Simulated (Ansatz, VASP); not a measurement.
# One calculation of Al5BP6, two programs

```
Al B P
1.0
     3.79055    0.00000    0.00000
    -1.89528    3.28272    0.00000
     0.00000    0.00000   18.72888
Al B P
5 1 6
Direct
  0.00000 0.00000 0.01094
  0.33333 0.66667 0.83874
  0.66667 0.33333 0.66652
  0.00000 0.00000 0.49431
  0.33333 0.66667 0.32224
  0.66667 0.33333 0.16213
  0.00000 0.00000 0.88419
  0.33333 0.66667 0.71198
  0.66667 0.33333 0.53975
  0.00000 0.00000 0.36752
  0.33333 0.66667 0.19493
  0.66667 0.33333 0.05675
```

Alike in both runs: functional PBE; k mesh 12 × 12 × 2; occupations gaussian, width 0.02 eV; no spin polarisation.

Ansatz relaxed the structure, and its values are those at the end. VASP's run is a single point on that final structure, the one shown.

```csv
,VASP,Ansatz
version,VASP 6.6.1,Ansatz 0.2.0
potentials or method,"VASP PAW PBE potentials, release 64 (Al, B, P), cutoff 520 eV","scalar-relativistic, plane waves, PAW"
valence electrons in the cell,48,48
```

|  | VASP | Ansatz | Ansatz less VASP |
| --- | --- | --- | --- |
| gap on the k mesh at the Fermi level (eV) | 1.03 | 1.03 | +0.002 |
| least direct gap on the mesh (eV) | 1.03 | 1.03 | +0.002 |
| pressure (GPa) | -0.1 | 0.0 | +0.10 |
